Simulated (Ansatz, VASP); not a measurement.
## One calculation of Si, two programs

The input INCAR:

```
PREC = Accurate
ENCUT = 520
EDIFF = 1E-6
ISMEAR = 0
SIGMA = 0.05
LREAL = F
LASPH = T
NELM = 100
ALGO = Normal
ISIF = 2
LWAVE = F
LCHARG = T
GGA = PE
LELF = T
LVHAR = T
NBANDS = 16
```

KPOINTS

```
regular mesh
0
Gamma
  12 12 6
```

File POSCAR:

```
Si
1.0
    3.8510822046      0.0000000000      0.0000000000
   -1.9255411023      3.3351350212      0.0000000000
    0.0000000000      0.0000000000      6.3646810974
Si
4
Direct
    0.3333333333      0.6666666667      0.0723590967
    0.6666666667      0.3333333333      0.5723590967
    0.3333333333      0.6666666667      0.4276409033
    0.6666666667      0.3333333333      0.9276409033
```

Input for Ansatz:

```yaml
crystal:
  lattice:
    - [3.8510822046, 0.0, 0.0]
    - [-1.9255411023, 3.3351350212, 0.0]
    - [0.0, 0.0, 6.3646810974]
  atoms:
    - { symbol: Si, position: [0.3333333333, 0.6666666667, 0.0723590967] }
    - { symbol: Si, position: [0.6666666667, 0.3333333333, 0.5723590967] }
    - { symbol: Si, position: [0.3333333333, 0.6666666667, 0.4276409033] }
    - { symbol: Si, position: [0.6666666667, 0.3333333333, 0.9276409033] }
basis:
  ecutwfc: 420
kpoints:
  mp_grid: { grid: [12, 12, 6] }
hamiltonian:
  xc: pbe
  pseudopotentials: { kind: paw, azcp: { folder: soft_1 } }
scf:
  occupations: { method: gaussian, width: 0.05 }
output:
  forces: true
  stress: true
  eigenvalues: true
```

Alike in both runs: task single point; functional PBE; k mesh 12 × 12 × 6; occupations gaussian, width 0.05 eV; no spin polarisation.

```csv
,VASP,Ansatz
version,VASP 6.6.1,Ansatz 0.2.0
potentials or method,"VASP PAW PBE potentials, release 64 (Si), cutoff 520 eV","scalar-relativistic, plane waves, PAW"
valence electrons in the cell,16,16
```

```csv
,VASP,Ansatz,Ansatz less VASP
gap on the k mesh at the Fermi level (eV),0.15,0.15,0.000
least direct gap on the mesh (eV),0.84,0.83,-0.004
pressure (GPa),0.3,0.4,+0.06
"traceless stress, the component that is largest in VASP (GPa)",5.47,5.51,+0.042
rms of the force components (eV/Å),1.043,1.045,+0.0027
```

Atom by atom the forces differ by 0.003 eV/Å (rms over components).
